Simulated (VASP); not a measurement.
# Ni (P6_3/mmc) in VASP: notebook

The runs below take Ni through single point, with PBE, RPBE+D3(BJ), RPBE.

All numbers are computed with VASP 6.6.1; they aren't measurements. Logs are shortened: lines on timing, memory, paths and dates and some standing lists are left out, and cuts for length are marked.

### Step 1. The cell of the first run

It takes space group P6_3/mmc (No. 194, hexagonal). The conventional cell has a = 2.448 Å, b = 2.448 Å, c = 4.073 Å, α = 90.00°, β = 90.00°, γ = 120.00°. Ni (site symmetry -6m2) has 12 Ni at 2.45 to 2.48 Å within 3.2 Å.

This isn't the form of Ni at room conditions, which is fcc.

### Step 2. Single point, PBE, collinear spin, ferromagnetic start

The input, INCAR:

```
PREC = Accurate
ENCUT = 690
EDIFF = 1E-6
ISMEAR = 0
SIGMA = 0.017
LREAL = False
LASPH = True
NELM = 200
ALGO = Normal
ISIF = 2
LWAVE = False
LCHARG = False
ISPIN = 2
MAGMOM = 1 1
LORBIT = 11
LMAXMIX = 4
GGA = PE
NBANDS = 29
GGA_COMPAT = False
```

The input, KPOINTS:

```
regular mesh
0
Gamma
  12 12 7
```

The input, POSCAR:

```
Ni
1.0
    2.4480228978      0.0000000000      0.0000000000
   -1.2240114489      2.1200500186      0.0000000000
    0.0000000000      0.0000000000      4.0728075700
Ni
2
Direct
    0.6666666667      0.3333333333      0.7500000000
    0.3333333333      0.6666666667      0.2500000000
```

Potentials or basis: VASP PAW PBE potentials, release 64 (Ni_sv_GW).

Started as:

```console
> cat potpaw_PBE.64/Ni_sv_GW/POTCAR > POTCAR
> mpirun -np 1 vasp_std > vasp.out
```

OUTCAR:

```text
PREC = Accurate
   ENCUT = 690
   EDIFF = 1E-6
   ISMEAR = 0
   LREAL = False
   LASPH = True
   NELM = 200
   ISIF = 2
   ISPIN = 2
   LORBIT = 11
   GGA = PE

 ion  position               nearest neighbor table
   1  0.667  0.333  0.750-   2 2.48   2 2.48   2 2.48   2 2.48   2 2.48   2 2.48
   2  0.333  0.667  0.250-   1 2.48   1 2.48   1 2.48   1 2.48   1 2.48   1 2.48

  LATTYP: Found a hexagonal cell.
 ALAT       =     2.4480228978
 C/A-ratio  =     1.6637130207

  Lattice vectors:

 A1 = (   2.4480228978,   0.0000000000,   0.0000000000)
 A2 = (  -1.2240114489,   2.1200500186,   0.0000000000)
 A3 = (   0.0000000000,   0.0000000000,   4.0728075700)

Analysis of symmetry for initial positions (statically):
=====================================================================
 Subroutine PRICEL returns:
 Original cell was already a primitive cell.

 Routine SETGRP: Setting up the symmetry group for a
 hexagonal supercell.

 Subroutine GETGRP returns: Found 24 space group operations
 (whereof 12 operations were pure point group operations)
 out of a pool of 24 trial point group operations.

The static configuration has the point symmetry D_3d.
 The point group associated with its full space group is D_6h.

Analysis of symmetry for dynamics (positions and initial velocities):
=====================================================================
 Subroutine PRICEL returns:
 Original cell was already a primitive cell.

 Routine SETGRP: Setting up the symmetry group for a
 hexagonal supercell.

 Subroutine GETGRP returns: Found 24 space group operations
 (whereof 12 operations were pure point group operations)
 out of a pool of 24 trial point group operations.

The dynamic configuration has the point symmetry D_3d.
 The point group associated with its full space group is D_6h.

Analysis of structural, dynamic, and magnetic symmetry:
=====================================================================
 Subroutine PRICEL returns:
 Original cell was already a primitive cell.

 Routine SETGRP: Setting up the symmetry group for a
 hexagonal supercell.

 Subroutine GETGRP returns: Found 24 space group operations
 (whereof 12 operations were pure point group operations)
 out of a pool of 24 trial point group operations.

The overall configuration has the point symmetry D_3d.
 The point group associated with its full space group is D_6h.

 Subroutine INISYM returns: Found 24 space group operations
 (whereof 12 operations are pure point group operations),
 and found     1 'primitive' translations

----------------------------------------------------------------------------------------

                                     Primitive cell

  volume of cell :      21.1376

  direct lattice vectors                    reciprocal lattice vectors
     2.448022898  0.000000000  0.000000000     0.408492911  0.235843492  0.000000000
    -1.224011449  2.120050019  0.000000000     0.000000000  0.471686984  0.000000000
     0.000000000  0.000000000  4.072807570     0.000000000  0.000000000  0.245530873

  length of vectors
     2.448022898  2.448022898  4.072807570     0.471686984  0.471686984  0.245530873

  position of ions in fractional coordinates (direct lattice)
     0.666666667  0.333333333  0.750000000
     0.333333333  0.666666667  0.250000000

  ion indices of the primitive-cell ions
   primitive index   ion index
                 1           1
                 2           2

----------------------------------------------------------------------------------------

 KPOINTS: regular mesh

Automatic generation of k-mesh.
 Grid dimensions read from file:
 generate k-points for:   12   12    7

 Generating k-lattice:

  Cartesian coordinates                     Fractional coordinates (reciprocal lattice)
     0.034041076  0.019653624  0.000000000     0.083333333 -0.000000000  0.000000000
     0.000000000  0.039307249  0.000000000     0.000000000  0.083333333  0.000000000
     0.000000000  0.000000000  0.035075839     0.000000000  0.000000000  0.142857143

  Length of vectors
     0.039307249  0.039307249  0.035075839

  Shift w.r.t. Gamma in fractional coordinates (k-lattice)
     0.000000000  0.000000000  0.000000000

 Subroutine IBZKPT returns following result:
 ===========================================

 Found     76 irreducible k-points:

 Following reciprocal coordinates:
            Coordinates               Weight
  0.000000  0.000000  0.000000      1.000000
  0.083333  0.000000  0.000000      6.000000
  0.166667 -0.000000  0.000000      6.000000
  0.250000 -0.000000  0.000000      6.000000
  0.333333  0.000000  0.000000      6.000000
  0.416667 -0.000000  0.000000      6.000000
[... 16 lines left out ...]
  0.250000 -0.000000  0.142857     12.000000
  0.333333  0.000000  0.142857     12.000000
 [... further k-points ...]
   k-points           NKPTS =     76   k-points in BZ     NKDIM =     76   number of bands    NBANDS=     29
   number of dos      NEDOS =    301   number of ions     NIONS =      2
   total plane-waves  NPLWV =  20736
   dimension x,y,z NGX =    24 NGY =   24 NGZ =   36
   dimension x,y,z NGXF=    48 NGYF=   48 NGZF=   72
   ions per type =               2
   NGX,Y,Z   is equivalent  to a cutoff of  16.30, 16.30, 14.69 a.u.
   NGXF,Y,Z  is equivalent  to a cutoff of  32.60, 32.60, 29.39 a.u.
 SYSTEM =  unknown system
   PREC   = accura    normal or accurate (medium, high low for compatibility)
   ISTART =      0    job   : 0-new  1-cont  2-samecut
   ICHARG =      2    charge: 1-file 2-atom 10-const
   ISPIN  =      2    spin polarized calculation?
   LNONCOLLINEAR =      F non collinear calculations
   LSORBIT =      F    spin-orbit coupling
   LASPH  =      T    aspherical Exc in radial PAW
   ENCUT  =  690.0 eV  50.71 Ry    7.12 a.u.   5.24  5.24  8.72*2*pi/ulx,y,z
   NELM   =    200;   NELMIN=  2; NELMDL= -5     # of ELM steps
   EDIFF  = 0.1E-05   stopping-criterion for ELM
   LREAL  =      F    real-space projection
[... 7 lines left out ...]
   TEBEG  =    0.0;   TEEND  =   0.0 temperature during run
   PSTRESS=    0.0 pullay stress
   NELECT =      36.0000    total number of electrons
   NUPDOWN=      -1.0000    fix difference up-down
   EMIN   =  10.00;   EMAX   =-10.00  energy-range for DOS
   EFERMI =   0.00;   METHOD = LEGACY
   ISMEAR =     0;   SIGMA  =   0.02  broadening in eV -4-tet -1-fermi 0-gaus
   EFERMI_NEDOS =   21; number of points for ismear=-14 and -15
   IALGO  =     38    algorithm
   IMIX   =      4    mixing-type and parameters
     AMIX     =   0.40;   BMIX     =  1.00
     AMIX_MAG =   1.60;   BMIX_MAG =  1.00
  volume/ion in A,a.u.               =      10.57        71.32
  Fermi-wavevector in a.u.,A,eV,Ry     =   1.955047  3.694503 52.004300  3.822208
  Thomas-Fermi vector in A             =   2.981484
   LORBIT       =     11    0 simple, 1 ext, 2 COOP (PROOUT), +10 PAW based schemes
   GGA     = PE    functional components
   LHFCALC =     F    Hartree Fock is set to
   AEXX    =    0.0000 exact exchange contribution
   IVDW    =     0    specifies the selected vdW correction
   LEPSILON=     F    determine dielectric tensor
   LRPA    =     F    only Hartree local field effects (RPA)
 spin polarized calculation
 Gauss-broadening in eV      SIGMA  =   0.02
  energy-cutoff  :      690.00
  volume of cell :       21.14
 maximum number of plane-waves:       881
 NGX is ok and might be reduce to    24
   NGX = 11   NGY = 11   NGZ = 17

 number of electron      36.0000008 magnetization       1.3454184

 Free energy of the ion-electron system (eV)
  ---------------------------------------------------
  ext. energy  EPLUGINS =         0.00000000
  ---------------------------------------------------
  free energy    TOTEN  =       -12.77062432 eV

  energy without entropy =      -12.77004240  energy(sigma->0) =      -12.77033336

 E-fermi :   8.2719     XC(G=0): -14.0631

 val. band max:        8.2673415880   @ k =   0.3333   0.0833   0.4286
 cond. band min:       8.2719279636   @ k =   0.3333   0.3333   0.2857
 fundamental gap:      0.0045863756
 Fermi energy:         8.2718537578

 spin component 1

 k-point     1 :       0.0000    0.0000    0.0000
  band No.  band energies     occupation
      1     -95.5190      1.00000
      2     -95.4838      1.00000
      3     -55.9653      1.00000
      4     -55.8043      1.00000
      5     -55.8043      1.00000
      6     -55.7729      1.00000
[... 21 lines left out ...]
     28      34.6950      0.00000
     29      38.3932      0.00000

 k-point     2 :       0.0833    0.0000    0.0000
  band No.  band energies     occupation
      1     -95.5165      1.00000
      2     -95.4822      1.00000
      3     -55.9600      1.00000
      4     -55.8172      1.00000
      5     -55.8082      1.00000
      6     -55.7863      1.00000
[... 696 lines left out ...]
 k-point    24 :       0.3333    0.0000    0.1429
  band No.  band energies     occupation
      1     -95.4897      1.00000
      2     -95.4716      1.00000
      3     -55.9580      1.00000
      4     -55.9268      1.00000
      5     -55.8821      1.00000
      6     -55.8461      1.00000
[... 21 lines left out ...]
     28      33.1288      0.00000
     29      36.1920      0.00000

 [... further k-points ...]

 spin component 2

 k-point     1 :       0.0000    0.0000    0.0000
  band No.  band energies     occupation
      1     -94.6285      1.00000
      2     -94.5921      1.00000
      3     -55.1224      1.00000
      4     -54.9253      1.00000
      5     -54.9253      1.00000
      6     -54.8928      1.00000
[... 21 lines left out ...]
     28      34.8069      0.00000
     29      38.5229      0.00000

 k-point     2 :       0.0833    0.0000    0.0000
  band No.  band energies     occupation
      1     -94.6259      1.00000
      2     -94.5905      1.00000
      3     -55.1168      1.00000
      4     -54.9387      1.00000
      5     -54.9293      1.00000
      6     -54.9067      1.00000
[... 696 lines left out ...]
 k-point    24 :       0.3333    0.0000    0.1429
  band No.  band energies     occupation
      1     -94.5983      1.00000
      2     -94.5795      1.00000
      3     -55.0893      1.00000
      4     -55.0543      1.00000
      5     -55.0305      1.00000
      6     -54.9686      1.00000
[... 21 lines left out ...]
     28      33.2337      0.00000
     29      36.2616      0.00000

 [... further k-points ...]
[... 5 lines left out ...]
  --------------------------------------------------------------------------------------
  -------------------------------------------------------------------------------------
  Total        0.9961205      0.9961205      0.4959468     -0.0000000      0.0000000      0.0000000
  in kB       75.5034842     75.5034842     37.5915477     -0.0000000      0.0000000      0.0000000
  external PRESSURE =      62.8661720 kB  Pullay stress =       0.0000000 kB

 VOLUME and BASIS-vectors are now :
 -----------------------------------------------------------------------------
  energy-cutoff  :      690.00
  volume of cell :       21.14
      direct lattice vectors                 reciprocal lattice vectors
     2.448022898  0.000000000  0.000000000     0.408492911  0.235843492  0.000000000
    -1.224011449  2.120050019  0.000000000     0.000000000  0.471686984  0.000000000
     0.000000000  0.000000000  4.072807570     0.000000000  0.000000000  0.245530873

 POSITION                                       TOTAL-FORCE (eV/Angst)
 -----------------------------------------------------------------------------------
      1.22401      0.70668      3.05461        -0.000000      0.000000      0.000000
     -0.00000      1.41337      1.01820         0.000000     -0.000000      0.000000
 -----------------------------------------------------------------------------------
    total drift:                                0.000000     -0.000000      0.000000

  FREE ENERGIE OF THE ION-ELECTRON SYSTEM (eV)
  ---------------------------------------------------
  free  energy   TOTEN  =       -12.7706243179 eV

  energy  without entropy=      -12.7700423972  energy(sigma->0) =      -12.77033336

 total charge

# of ion       s       p       d       f       tot
--------------------------------------------------
    1        2.246   6.309   7.812   0.005  16.372
    2        2.246   6.309   7.812   0.005  16.372
--------------------------------------------------
tot          4.491  12.619  15.624   0.011  32.745

 magnetization (x)

# of ion       s       p       d       f       tot
--------------------------------------------------
    1       -0.000  -0.016   0.728  -0.000   0.712
    2       -0.000  -0.016   0.728  -0.000   0.712
--------------------------------------------------
tot         -0.000  -0.032   1.456  -0.000   1.424
```

Wall time 2.7 min (1 thread of Intel Xeon Platinum 8259CL at 2.50GHz (Skylake/Cascade Lake), shared host); peak memory 0.25 GiB.

Results:

| Item | Value |
| --- | --- |
| Free energy | -12.7706 eV |
| Pressure | 6.3 GPa |
| Net moment | 1.35 μB per cell |
| Site moments | Ni +0.71 μB |
| Valence electrons inside the program's atomic spheres | Ni 16.37 |

Stress tensor (GPa, compression positive):
```
7.55 0.00 0.00
0.00 7.55 0.00
0.00 0.00 3.76
```

Caveat: the cell stands under pressure.

(Part 1 of 2 ends here.)
